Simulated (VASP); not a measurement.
# BP (I-4m2) in VASP: single point with PBE

Aim: the single point of BP with PBE.

Everything below comes from runs of VASP 6.6.1. Logs are shortened: lines on timing, memory, paths and dates and some standing lists are left out, and cuts for length are marked.

## Step 1: The cell of the first run

Symmetry: I-4m2, No. 119, tetragonal system. The conventional cell has a = 3.209 Å, b = 3.209 Å, c = 4.470 Å, α = 90.00°, β = 90.00°, γ = 90.00°. B (site symmetry -4m2) has 4 P at 1.96 Å within 2.6 Å. Within 2.6 Å of P (site symmetry -4m2) lie 4 B at 1.96 Å.

## Step 2: Single point, PBE

Input file INCAR:

```
PREC = Accurate ; ENCUT = 500
EDIFF = 1E-6 ; ISMEAR = -5
SIGMA = 0.05 ; LREAL = F
LASPH = T ; NELM = 120
ALGO = Normal ; ISIF = 2
LWAVE = F ; LCHARG = T
GGA = PE ; LELF = T
LVHAR = T ; NBANDS = 11
GGA_COMPAT = F
```

Input file KPOINTS:

```
Automatic mesh
0
Gamma
  10 10 10
```

Input file POSCAR:

```
BP
1.0
    0.0000000000      2.2349650000      2.2690000000
    2.2690000000      0.0000000000      2.2690000000
    2.2690000000      2.2349650000      0.0000000000
B P
1 1
Direct
    0.0000000000      0.0000000000      0.0000000000
    0.7500000000      0.7500000000      0.7500000000
```

Potentials or basis: VASP PAW PBE potentials, release 64 (B, P).

On the command line:

```console
$ cat potpaw_PBE.64/B/POTCAR potpaw_PBE.64/P/POTCAR > POTCAR
$ mpirun -np 1 vasp_std > vasp.out
```

OUTCAR:

```text
PREC = Accurate
   ENCUT = 500
   EDIFF = 1E-6
   ISMEAR = -5
   LREAL = F
   LASPH = T
   NELM = 120
   ISIF = 2
   GGA = PE

 ion  position               nearest neighbor table
   1  0.000  0.000  0.000-   2 1.96   2 1.96   2 1.96   2 1.96
   2  0.750  0.750  0.750-   1 1.96   1 1.96   1 1.96   1 1.96

  LATTYP: Found a body centered tetragonal cell.
 ALAT       =     3.2088505730
 C/A-ratio  =     1.3930003589

  Lattice vectors:

 A1 = (   0.0000000000,  -2.2349650000,   2.2690000000)
 A2 = (   0.0000000000,  -2.2349650000,  -2.2690000000)
 A3 = (   2.2690000000,   2.2349650000,   0.0000000000)

Analysis of symmetry for initial positions (statically):
=====================================================================
 Subroutine PRICEL returns:
 Original cell was already a primitive cell.

 Routine SETGRP: Setting up the symmetry group for a
 body centered tetragonal supercell.

 Subroutine GETGRP returns: Found  8 space group operations
 (whereof  8 operations were pure point group operations)
 out of a pool of 16 trial point group operations.

The static configuration has the point symmetry D_2d.

Analysis of symmetry for dynamics (positions and initial velocities):
=====================================================================
 Subroutine PRICEL returns:
 Original cell was already a primitive cell.

 Routine SETGRP: Setting up the symmetry group for a
 body centered tetragonal supercell.

 Subroutine GETGRP returns: Found  8 space group operations
 (whereof  8 operations were pure point group operations)
 out of a pool of 16 trial point group operations.

The dynamic configuration has the point symmetry D_2d.

 Subroutine INISYM returns: Found  8 space group operations
 (whereof  8 operations are pure point group operations),
 and found     1 'primitive' translations

----------------------------------------------------------------------------------------

                                     Primitive cell

  volume of cell :      23.0128

  direct lattice vectors                    reciprocal lattice vectors
     0.000000000  2.234965000  2.269000000    -0.220361393  0.223717150  0.220361393
     2.269000000  0.000000000  2.269000000     0.220361393 -0.223717150  0.220361393
     2.269000000  2.234965000  0.000000000     0.220361393  0.223717150 -0.220361393

  length of vectors
     3.184875123  3.208850573  3.184875123     0.383624360  0.383624360  0.383624360

  position of ions in fractional coordinates (direct lattice)
     0.000000000  0.000000000  0.000000000
     0.750000000  0.750000000  0.750000000

  ion indices of the primitive-cell ions
   primitive index   ion index
                 1           1
                 2           2

----------------------------------------------------------------------------------------

 KPOINTS: Automatic mesh

Automatic generation of k-mesh.
 Grid dimensions read from file:
 generate k-points for:   10   10   10

 Generating k-lattice:

  Cartesian coordinates                     Fractional coordinates (reciprocal lattice)
    -0.022036139  0.022371715  0.022036139     0.100000000  0.000000000  0.000000000
     0.022036139 -0.022371715  0.022036139     0.000000000  0.100000000  0.000000000
     0.022036139  0.022371715 -0.022036139     0.000000000  0.000000000  0.100000000

  Length of vectors
     0.038362436  0.038362436  0.038362436

  Shift w.r.t. Gamma in fractional coordinates (k-lattice)
     0.000000000  0.000000000  0.000000000

 TETIRR: Found    438 inequivalent tetrahedra from     6000

 Subroutine IBZKPT returns following result:
 ===========================================

 Found    102 irreducible k-points:

 Following reciprocal coordinates:
            Coordinates               Weight
  0.000000  0.000000  0.000000      1.000000
  0.100000  0.000000 -0.000000      8.000000
  0.200000  0.000000 -0.000000      8.000000
  0.300000  0.000000 -0.000000      8.000000
  0.400000  0.000000  0.000000      8.000000
  0.500000  0.000000 -0.000000      4.000000
[... 16 lines left out ...]
  0.300000  0.300000  0.000000      4.000000
  0.400000  0.300000 -0.000000     16.000000
 [... further k-points ...]
   k-points           NKPTS =    102   k-points in BZ     NKDIM =    102   number of bands    NBANDS=     11
   number of dos      NEDOS =    301   number of ions     NIONS =      2
   total plane-waves  NPLWV =  13824
   dimension x,y,z NGX =    24 NGY =   24 NGZ =   24
   dimension x,y,z NGXF=    48 NGYF=   48 NGZF=   48
   ions per type =               1   1
   NGX,Y,Z   is equivalent  to a cutoff of  12.53, 12.43, 12.53 a.u.
   NGXF,Y,Z  is equivalent  to a cutoff of  25.06, 24.87, 25.06 a.u.
 SYSTEM =  unknown system
   PREC   = accura    normal or accurate (medium, high low for compatibility)
   ISTART =      0    job   : 0-new  1-cont  2-samecut
   ICHARG =      2    charge: 1-file 2-atom 10-const
   ISPIN  =      1    spin polarized calculation?
   LNONCOLLINEAR =      F non collinear calculations
   LSORBIT =      F    spin-orbit coupling
   LASPH  =      T    aspherical Exc in radial PAW
   ENCUT  =  500.0 eV  36.75 Ry    6.06 a.u.   5.81  5.85  5.81*2*pi/ulx,y,z
   NELM   =    120;   NELMIN=  2; NELMDL= -5     # of ELM steps
   EDIFF  = 0.1E-05   stopping-criterion for ELM
   LREAL  =      F    real-space projection
   EDIFFG = 0.1E-04   stopping-criterion for IOM
   NSW    =      0    number of steps for IOM
   IBRION =     -1    ionic relax: 0-MD 1-quasi-New 2-CG
   NFREE  =      0    steps in history (QN), initial steepest desc. (CG)
   ISIF   =      2    stress and relaxation
   ISYM   =      2    0-nonsym 1-usesym 2-fastsym
   POTIM  = 0.5000    time-step for ionic-motion
   TEBEG  =    0.0;   TEEND  =   0.0 temperature during run
   PSTRESS=    0.0 pullay stress
   NELECT =       8.0000    total number of electrons
   NUPDOWN=      -1.0000    fix difference up-down
   EMIN   =  10.00;   EMAX   =-10.00  energy-range for DOS
   EFERMI =   0.00;   METHOD = LEGACY
   ISMEAR =    -5;   SIGMA  =   0.05  broadening in eV -4-tet -1-fermi 0-gaus
   EFERMI_NEDOS =   21; number of points for ismear=-14 and -15
   IALGO  =     38    algorithm
   IMIX   =      4    mixing-type and parameters
     AMIX     =   0.40;   BMIX     =  1.00
     AMIX_MAG =   1.60;   BMIX_MAG =  1.00
  volume/ion in A,a.u.               =      11.51        77.65
  Fermi-wavevector in a.u.,A,eV,Ry     =   1.151105  2.175273 18.028299  1.325043
  Thomas-Fermi vector in A             =   2.287765
   LORBIT       =      0    0 simple, 1 ext, 2 COOP (PROOUT), +10 PAW based schemes
   GGA     = PE    functional components
   LHFCALC =     F    Hartree Fock is set to
   AEXX    =    0.0000 exact exchange contribution
   IVDW    =     0    specifies the selected vdW correction
   LEPSILON=     F    determine dielectric tensor
   LRPA    =     F    only Hartree local field effects (RPA)
 non-spin polarized calculation
 Fermi weights with tetrahedron method with Bloechl corrections
  energy-cutoff  :      500.00
  volume of cell :       23.01
 maximum number of plane-waves:       596
   NGX = 11   NGY = 11   NGZ = 11

 number of electron       8.0000001 magnetization

 Free energy of the ion-electron system (eV)
  ---------------------------------------------------
  ext. energy  EPLUGINS =         0.00000000
  ---------------------------------------------------
  free energy    TOTEN  =       -12.92233283 eV

  energy without entropy =      -12.92233283  energy(sigma->0) =      -12.92233283

 E-fermi :   7.8137     XC(G=0): -10.9727

 val. band max:        7.7111371342   @ k =   0.0000   0.0000   0.0000
 cond. band min:       8.7013472299   @ k =   0.4000   0.0000   0.4000
 fundamental gap:      0.9902100957
 Fermi energy:         7.8136716693

 k-point     1 :       0.0000    0.0000    0.0000
  band No.  band energies     occupation
      1      -7.9830      2.00000
      2       7.5644      2.00000
      3       7.5644      2.00000
      4       7.7111      2.00000
      5      10.9805      0.00000
      6      11.0663      0.00000
      7      11.0663      0.00000
      8      15.2151      0.00000
      9      19.2290      0.00000
     10      19.5845      0.00000
     11      19.9794      0.00000

 k-point     2 :       0.1000    0.0000   -0.0000
  band No.  band energies     occupation
      1      -7.8005      2.00000
      2       6.2980      2.00000
      3       7.2604      2.00000
      4       7.3715      2.00000
      5      11.3865      0.00000
      6      11.4756      0.00000
      7      11.5288      0.00000
      8      15.7205      0.00000
      9      18.9267      0.00000
     10      19.2471      0.00000
     11      19.8077      0.00000

 k-point     3 :       0.2000    0.0000   -0.0000
  band No.  band energies     occupation
      1      -7.2600      2.00000
      2       3.9363      2.00000
      3       6.6816      2.00000
      4       6.8170      2.00000
      5      11.6899      0.00000
      6      12.1760      0.00000
      7      12.1965      0.00000
      8      16.8497      0.00000
      9      18.3923      0.00000
     10      18.5725      0.00000
     11      20.6799      0.00000

 k-point     4 :       0.3000    0.0000   -0.0000
  band No.  band energies     occupation
      1      -6.3907      2.00000
      2       1.5510      2.00000
      3       6.1732      2.00000
      4       6.3375      2.00000
      5      11.6121      0.00000
      6      12.4529      0.00000
      7      12.5625      0.00000
      8      17.6988      0.00000
      9      19.0750      0.00000
     10      19.0769      0.00000
     11      20.9717      0.00000
[... 239 lines left out ...]
 k-point    22 :      -0.2000    0.2000    0.0000
  band No.  band energies     occupation
      1      -6.0869      2.00000
      2       2.3052      2.00000
      3       3.3465      2.00000
      4       6.4064      2.00000
      5      12.1831      0.00000
      6      12.9513      0.00000
      7      14.0260      0.00000
      8      16.0391      0.00000
      9      17.1660      0.00000
     10      21.3860      0.00000
     11      23.6593      0.00000

 k-point    23 :       0.3000    0.3000    0.0000
  band No.  band energies     occupation
      1      -5.8613      2.00000
      2       2.7062      2.00000
      3       4.3715      2.00000
      4       4.4168      2.00000
      5       9.1883      0.00000
      6      11.5359      0.00000
      7      16.3921      0.00000
      8      16.7451      0.00000
      9      20.7810      0.00000
     10      22.1467      0.00000
     11      24.2854      0.00000

 k-point    24 :       0.4000    0.3000   -0.0000
  band No.  band energies     occupation
      1      -5.0298      2.00000
      2       1.3804      2.00000
      3       3.5287      2.00000
      4       4.1007      2.00000
      5       9.4773      0.00000
      6      11.2800      0.00000
      7      17.0056      0.00000
      8      17.3937      0.00000
      9      21.7052      0.00000
     10      23.0095      0.00000
     11      24.8295      0.00000

 [... further k-points ...]
[... 5 lines left out ...]
  --------------------------------------------------------------------------------------
  -------------------------------------------------------------------------------------
  Total        0.3054857      0.8822569      0.3054857      0.0000000      0.0000000      0.0000000
  in kB       21.2682498     61.4236961     21.2682498      0.0000000      0.0000000      0.0000000
  external PRESSURE =      34.6533986 kB  Pullay stress =       0.0000000 kB

 VOLUME and BASIS-vectors are now :
 -----------------------------------------------------------------------------
  energy-cutoff  :      500.00
  volume of cell :       23.01
      direct lattice vectors                 reciprocal lattice vectors
     0.000000000  2.234965000  2.269000000    -0.220361393  0.223717150  0.220361393
     2.269000000  0.000000000  2.269000000     0.220361393 -0.223717150  0.220361393
     2.269000000  2.234965000  0.000000000     0.220361393  0.223717150 -0.220361393

 POSITION                                       TOTAL-FORCE (eV/Angst)
 -----------------------------------------------------------------------------------
      0.00000      0.00000      0.00000         0.000000      0.000000      0.000000
      3.40350      3.35245      3.40350        -0.000000      0.000000     -0.000000
 -----------------------------------------------------------------------------------
    total drift:                               -0.000000      0.000000     -0.000000

  FREE ENERGIE OF THE ION-ELECTRON SYSTEM (eV)
  ---------------------------------------------------
  free  energy   TOTEN  =       -12.9223328333 eV

  energy  without entropy=      -12.9223328333  energy(sigma->0) =      -12.92233283
```

It took 12 s on 1 thread of Intel Xeon Platinum 8375C at 2.90GHz (Ice Lake), shared host; peak memory 0.14 GiB.

Results:

```
Free energy            : -12.9223 eV
Pressure               : 3.5 GPa
Band gap on the k mesh : 0.99 eV (least direct gap 3.27 eV)
```

Caveat: the cell stands under pressure. A k mesh can miss the band edges.
